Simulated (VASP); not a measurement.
LiCl (zincblende type):

```xyz
2
Lattice="0.0000 2.6306 2.6306 2.6306 0.0000 2.6306 2.6306 2.6306 0.0000" Properties=species:S:1:pos:R:3 pbc="T T T"
Li    0.0000    0.0000    0.0000
Cl    1.3153    1.3153    1.3153
```

* Program: VASP 6.6.1
* Task: relaxation of cell and atoms
* Functional: PBE
* Potentials or basis: VASP PAW PBE potentials, release 64 (Li_sv, Cl)
* Cutoff: 600 eV
* k mesh: 11 × 11 × 11
* Occupations: fermi-dirac, width 0.05 eV
* Spin: no spin polarisation

At the start: pressure 4.6 GPa; volume 18.20 Å³/atom.

**Question.** How do energy, volume and symmetry change on relaxing?

**Answer.** Over 5 steps the energy falls by 34.3 meV/atom and the volume is 20.91 Å³/atom (+14.9 %); space group F-43m (No. 216, to 0.05 Å).

Step by step:
```
step  energy change (eV)  largest force (eV/Å)  pressure (GPa)  volume (Å³)
   1              0.0000                0.0000            4.56        36.41
   2             -0.0544                0.0000            1.83        39.21
   3             -0.0667                0.0000           -0.58        42.91
   4             -0.0687                0.0000           -0.05        41.93
   5             -0.0687                0.0000            0.02        41.82
```

Final structure:
```
Li Cl
1.0
     0.00000    2.75496    2.75496
     2.75496    0.00000    2.75496
     2.75496    2.75496    0.00000
Li Cl
1 1
Direct
  0.00000 0.00000 0.00000
  0.25000 0.25000 0.25000
```

Caveat: the cutoff is under 1.25 times the usual one of these potentials, so pressure, stress and relaxed cells hold a basis-set (Pulay) error.
